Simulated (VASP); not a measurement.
# Co (Fm-3m) in VASP: a series of runs

The runs below take Co through single point, with PBEsol.

Program: VASP 6.6.1. These are calculated values, not measurements. Logs are shortened: lines on timing, memory, paths and dates and some standing lists are left out, and cuts for length are marked.

## 1. The cell of the first run

The structure is cubic, space group Fm-3m (No. 225). The conventional cell has a = 3.316 Å, b = 3.316 Å, c = 3.316 Å, α = 90.00°, β = 90.00°, γ = 90.00°. Co (site symmetry m-3m) has 12 Co at 2.34 Å within 3.1 Å.

## 2. Single point, PBEsol (volume scaled by 0.92)

Contents of INCAR:

```
SYSTEM = Co
ALGO = Normal
EDIFF = 1E-6
ENCUT = 520
GGA = PS
ISIF = 2
ISMEAR = -1
LASPH = .True.
LCHARG = .True.
LELF = .True.
LREAL = .False.
LVHAR = .True.
LWAVE = .False.
NBANDS = 10
NELM = 100
PREC = Accurate
SIGMA = 0.1
```

Contents of KPOINTS:

```
k-points
0
Gamma
  18 18 18
  0 0 0
```

Contents of POSCAR:

```
Co
1.0
    0.0000000000      1.6579028046      1.6579028046
    1.6579028046      0.0000000000      1.6579028046
    1.6579028046      1.6579028046      0.0000000000
Co
1
Direct
    0.0000000000      0.0000000000      0.0000000000
```

Potentials or basis: VASP PAW PBE potentials, release 64 (Co).

Command:

```sh
> cat potpaw_PBE.64/Co/POTCAR > POTCAR
> mpirun -np 1 vasp_std > vasp.out
```

OUTCAR:

```text
SYSTEM = Co
   EDIFF = 1E-6
   ENCUT = 520
   GGA = PS
   ISIF = 2
   ISMEAR = -1
   LASPH = .True.
   LREAL = .False.
   NELM = 100
   PREC = Accurate

 ion  position               nearest neighbor table
   1  0.000  0.000  0.000-

  LATTYP: Found a face centered cubic cell.
 ALAT       =     3.3158056092

  Lattice vectors:

 A1 = (   0.0000000000,   1.6579028046,   1.6579028046)
 A2 = (   1.6579028046,   0.0000000000,   1.6579028046)
 A3 = (   1.6579028046,   1.6579028046,   0.0000000000)

Analysis of symmetry for initial positions (statically):
=====================================================================
 Subroutine PRICEL returns:
 Original cell was already a primitive cell.

 Routine SETGRP: Setting up the symmetry group for a
 face centered cubic supercell.

 Subroutine GETGRP returns: Found 48 space group operations
 (whereof 48 operations were pure point group operations)
 out of a pool of 48 trial point group operations.

The static configuration has the point symmetry O_h .

Analysis of symmetry for dynamics (positions and initial velocities):
=====================================================================
 Subroutine PRICEL returns:
 Original cell was already a primitive cell.

 Routine SETGRP: Setting up the symmetry group for a
 face centered cubic supercell.

 Subroutine GETGRP returns: Found 48 space group operations
 (whereof 48 operations were pure point group operations)
 out of a pool of 48 trial point group operations.

The dynamic configuration has the point symmetry O_h .

 Subroutine INISYM returns: Found 48 space group operations
 (whereof 48 operations are pure point group operations),
 and found     1 'primitive' translations

----------------------------------------------------------------------------------------

                                     Primitive cell

  volume of cell :       9.1140

  direct lattice vectors                    reciprocal lattice vectors
     0.000000000  1.657902805  1.657902805    -0.301585834  0.301585834  0.301585834
     1.657902805  0.000000000  1.657902805     0.301585834 -0.301585834  0.301585834
     1.657902805  1.657902805  0.000000000     0.301585834  0.301585834 -0.301585834

  length of vectors
     2.344628631  2.344628631  2.344628631     0.522361987  0.522361987  0.522361987

  position of ions in fractional coordinates (direct lattice)
     0.000000000  0.000000000  0.000000000

  ion indices of the primitive-cell ions
   primitive index   ion index
                 1           1

----------------------------------------------------------------------------------------

 KPOINTS: k-points

Automatic generation of k-mesh.
 Grid dimensions read from file:
 generate k-points for:   18   18   18

 Generating k-lattice:

  Cartesian coordinates                     Fractional coordinates (reciprocal lattice)
    -0.016754769  0.016754769  0.016754769     0.055555556  0.000000000  0.000000000
     0.016754769 -0.016754769  0.016754769     0.000000000  0.055555556  0.000000000
     0.016754769  0.016754769 -0.016754769     0.000000000  0.000000000  0.055555556

  Length of vectors
     0.029020110  0.029020110  0.029020110

  Shift w.r.t. Gamma in fractional coordinates (k-lattice)
     0.000000000  0.000000000  0.000000000

 Subroutine IBZKPT returns following result:
 ===========================================

 Found    195 irreducible k-points:

 Following reciprocal coordinates:
            Coordinates               Weight
  0.000000  0.000000  0.000000      1.000000
  0.055556  0.000000  0.000000      8.000000
  0.111111  0.000000  0.000000      8.000000
  0.166667  0.000000  0.000000      8.000000
  0.222222  0.000000  0.000000      8.000000
  0.277778  0.000000  0.000000      8.000000
[... 16 lines left out ...]
 -0.277778  0.055556  0.000000     24.000000
 -0.222222  0.055556  0.000000     24.000000
 [... further k-points ...]
   k-points           NKPTS =    195   k-points in BZ     NKDIM =    195   number of bands    NBANDS=     10
   number of dos      NEDOS =    301   number of ions     NIONS =      1
   total plane-waves  NPLWV =   5832
   dimension x,y,z NGX =    18 NGY =   18 NGZ =   18
   dimension x,y,z NGXF=    36 NGYF=   36 NGZF=   36
   ions per type =               1
   NGX,Y,Z   is equivalent  to a cutoff of  12.76, 12.76, 12.76 a.u.
   NGXF,Y,Z  is equivalent  to a cutoff of  25.53, 25.53, 25.53 a.u.
 SYSTEM =  Co
   PREC   = accura    normal or accurate (medium, high low for compatibility)
   ISTART =      0    job   : 0-new  1-cont  2-samecut
   ICHARG =      2    charge: 1-file 2-atom 10-const
   ISPIN  =      1    spin polarized calculation?
   LNONCOLLINEAR =      F non collinear calculations
   LSORBIT =      F    spin-orbit coupling
   LASPH  =      T    aspherical Exc in radial PAW
   ENCUT  =  520.0 eV  38.22 Ry    6.18 a.u.   4.36  4.36  4.36*2*pi/ulx,y,z
   NELM   =    100;   NELMIN=  2; NELMDL= -5     # of ELM steps
   EDIFF  = 0.1E-05   stopping-criterion for ELM
   LREAL  =      F    real-space projection
   EDIFFG = 0.1E-04   stopping-criterion for IOM
   NSW    =      0    number of steps for IOM
   IBRION =     -1    ionic relax: 0-MD 1-quasi-New 2-CG
   NFREE  =      0    steps in history (QN), initial steepest desc. (CG)
   ISIF   =      2    stress and relaxation
   ISYM   =      2    0-nonsym 1-usesym 2-fastsym
   POTIM  = 0.5000    time-step for ionic-motion
   TEBEG  =    0.0;   TEEND  =   0.0 temperature during run
   PSTRESS=    0.0 pullay stress
   NELECT =       9.0000    total number of electrons
   NUPDOWN=      -1.0000    fix difference up-down
   EMIN   =  10.00;   EMAX   =-10.00  energy-range for DOS
   EFERMI =   0.00;   METHOD = LEGACY
   ISMEAR =    -1;   SIGMA  =   0.10  broadening in eV -4-tet -1-fermi 0-gaus
   EFERMI_NEDOS =   21; number of points for ismear=-14 and -15
   IALGO  =     38    algorithm
   IMIX   =      4    mixing-type and parameters
     AMIX     =   0.40;   BMIX     =  1.00
     AMIX_MAG =   1.60;   BMIX_MAG =  1.00
  volume/ion in A,a.u.               =       9.11        61.50
  Fermi-wavevector in a.u.,A,eV,Ry     =   1.630246  3.080719 36.160252  2.657704
  Thomas-Fermi vector in A             =   2.722579
   LORBIT       =      0    0 simple, 1 ext, 2 COOP (PROOUT), +10 PAW based schemes
   GGA     = PS    functional components
   LHFCALC =     F    Hartree Fock is set to
   AEXX    =    0.0000 exact exchange contribution
   IVDW    =     0    specifies the selected vdW correction
   LEPSILON=     F    determine dielectric tensor
   LRPA    =     F    only Hartree local field effects (RPA)
 non-spin polarized calculation
  energy-cutoff  :      520.00
  volume of cell :        9.11
 maximum number of plane-waves:       262
 NGX is ok and might be reduce to    18
   NGX =  9   NGY =  9   NGZ =  9

 number of electron       8.9999994 magnetization

 Free energy of the ion-electron system (eV)
  ---------------------------------------------------
  ext. energy  EPLUGINS =         0.00000000
  ---------------------------------------------------
  free energy    TOTEN  =        -7.56235885 eV

  energy without entropy =       -7.50043679  energy(sigma->0) =       -7.53139782

 E-fermi :  12.7731     XC(G=0): -14.6643

 val. band max:       12.7720744736   @ k =  -0.3333   0.3333   0.0000
 cond. band min:      12.7749752236   @ k =  -0.3333   0.1667   0.0556
 fundamental gap:      0.0029007499
 Fermi energy:        12.7730629218

 k-point     1 :       0.0000    0.0000    0.0000
  band No.  band energies     occupation
      1       2.7665      2.00000
      2      10.4531      2.00000
      3      10.4531      2.00000
      4      10.4531      2.00000
      5      12.1043      1.99751
      6      12.1043      1.99751
      7      37.1926      0.00000
      8      43.0979      0.00000
      9      43.0979      0.00000
     10      43.0979      0.00000

 k-point     2 :       0.0556    0.0000    0.0000
  band No.  band energies     occupation
      1       2.9078      2.00000
      2      10.4014      2.00000
      3      10.4933      2.00000
      4      10.4933      2.00000
      5      12.0847      1.99795
      6      12.0847      1.99795
      7      37.0640      0.00000
      8      41.4965      0.00000
      9      42.9720      0.00000
     10      42.9720      0.00000

 k-point     3 :       0.1111    0.0000    0.0000
  band No.  band energies     occupation
      1       3.3230      2.00000
      2      10.2619      2.00000
      3      10.5981      2.00000
      4      10.5981      2.00000
      5      12.0423      1.99866
      6      12.0423      1.99866
      7      36.2114      0.00000
      8      39.4343      0.00000
      9      42.6766      0.00000
     10      42.6766      0.00000

 k-point     4 :       0.1667    0.0000    0.0000
  band No.  band energies     occupation
      1       3.9828      2.00000
      2      10.0800      2.00000
      3      10.7146      2.00000
      4      10.7146      2.00000
      5      12.0306      1.99881
      6      12.0306      1.99881
      7      33.9791      0.00000
      8      38.5350      0.00000
      9      42.3390      0.00000
     10      42.3390      0.00000
[... 222 lines left out ...]
 k-point    22 :      -0.3333    0.0556    0.0000
  band No.  band energies     occupation
      1       6.7484      2.00000
      2      10.3786      2.00000
      3      10.5109      2.00000
      4      10.6098      2.00000
      5      12.5723      1.76317
      6      13.1123      0.06507
      7      25.0768      0.00000
      8      35.9516      0.00000
      9      39.8537      0.00000
     10      43.0109      0.00000

 k-point    23 :      -0.2778    0.0556    0.0000
  band No.  band energies     occupation
      1       6.1068      2.00000
      2       9.9283      2.00000
      3      10.6407      2.00000
      4      10.7332      2.00000
      5      12.2376      1.99059
      6      12.7593      1.06876
      7      27.6203      0.00000
      8      36.3964      0.00000
      9      40.3301      0.00000
     10      43.8104      0.00000

 k-point    24 :      -0.2222    0.0556    0.0000
  band No.  band energies     occupation
      1       5.2362      2.00000
      2       9.8413      2.00000
      3      10.7421      2.00000
      4      10.8213      2.00000
      5      11.9639      1.99939
      6      12.4524      1.92216
      7      30.3606      0.00000
      8      36.8861      0.00000
      9      40.9152      0.00000
     10      43.8813      0.00000

 [... further k-points ...]

------------------------ aborting loop because EDIFF is reached ----------------------------------------

  FORCE on cell =-STRESS in cart. coord.  units (eV):
  Direction    XX          YY          ZZ          XY          YZ          ZX
  --------------------------------------------------------------------------------------
  -------------------------------------------------------------------------------------
  Total        1.5589273      1.5589273      1.5589273     -0.0000000     -0.0000000      0.0000000
  in kB      274.0496550    274.0496550    274.0496550     -0.0000000     -0.0000000      0.0000000
  external PRESSURE =     274.0496550 kB  Pullay stress =       0.0000000 kB

 VOLUME and BASIS-vectors are now :
 -----------------------------------------------------------------------------
  energy-cutoff  :      520.00
  volume of cell :        9.11
      direct lattice vectors                 reciprocal lattice vectors
     0.000000000  1.657902805  1.657902805    -0.301585834  0.301585834  0.301585834
     1.657902805  0.000000000  1.657902805     0.301585834 -0.301585834  0.301585834
     1.657902805  1.657902805  0.000000000     0.301585834  0.301585834 -0.301585834

 POSITION                                       TOTAL-FORCE (eV/Angst)
 -----------------------------------------------------------------------------------
      0.00000      0.00000      0.00000        -0.000000      0.000000      0.000000
 -----------------------------------------------------------------------------------
    total drift:                                0.000000     -0.000000     -0.000000

  FREE ENERGIE OF THE ION-ELECTRON SYSTEM (eV)
  ---------------------------------------------------
  free  energy   TOTEN  =        -7.5623588461 eV

  energy  without entropy=       -7.5004367899  energy(sigma->0) =       -7.53139782
```

Wall time 24 s (1 thread of Intel Xeon Platinum 8259CL at 2.50GHz (Skylake/Cascade Lake), shared host); peak memory 0.13 GiB.

Results:

| Item | Value |
| --- | --- |
| Free energy | -7.5624 eV |
| Pressure | 27.4 GPa |

Caveat: the PAW data sets were made with another functional, which shifts forces and pressure a little; the run has no spin polarisation, though such a crystal can be magnetic.

## 3. Single point, PBEsol (volume scaled by 0.96)

Edit INCAR of step 2 so:

```diff
@@ -2,3 +2,3 @@
 ALGO = Normal
-EDIFF = 1E-6
+EDIFF = 1E-7
 ENCUT = 520
```

KPOINTS is that of step 2.

Contents of POSCAR:

```
Co
1.0
    0.0000000000      1.6815903307      1.6815903307
    1.6815903307      0.0000000000      1.6815903307
    1.6815903307      1.6815903307      0.0000000000
Co
1
Direct
    0.0000000000      0.0000000000      0.0000000000
```

Potentials or basis: VASP PAW PBE potentials, release 64 (Co).

Command:

```sh
> cat potpaw_PBE.64/Co/POTCAR > POTCAR
> mpirun -np 1 vasp_std > vasp.out
```

Wall time 20 s (1 thread of Intel Xeon Platinum 8259CL at 2.50GHz (Skylake/Cascade Lake), shared host); peak memory 0.13 GiB.

It converged, with:

```
Free energy : -7.6097 eV
Pressure    : 11.5 GPa
```

Levels at points of the mesh, in eV from the Fermi level:
```tsv
k point	band 2	band 3	band 4	band 5	band 6	band 7
(0.00, 0.00, 0.00)	-2.18	-2.18	-2.18	-0.63	-0.63	24.11
(0.50, 0.00, 0.00)	-2.25	-2.25	-0.26	0.39	0.39	7.90
(0.50, 0.50, 0.00)	-4.70	0.39	0.65	0.65	2.90	11.54
```

Caveat: the PAW data sets were made with another functional, which shifts forces and pressure a little; the run has no spin polarisation, though such a crystal can be magnetic.
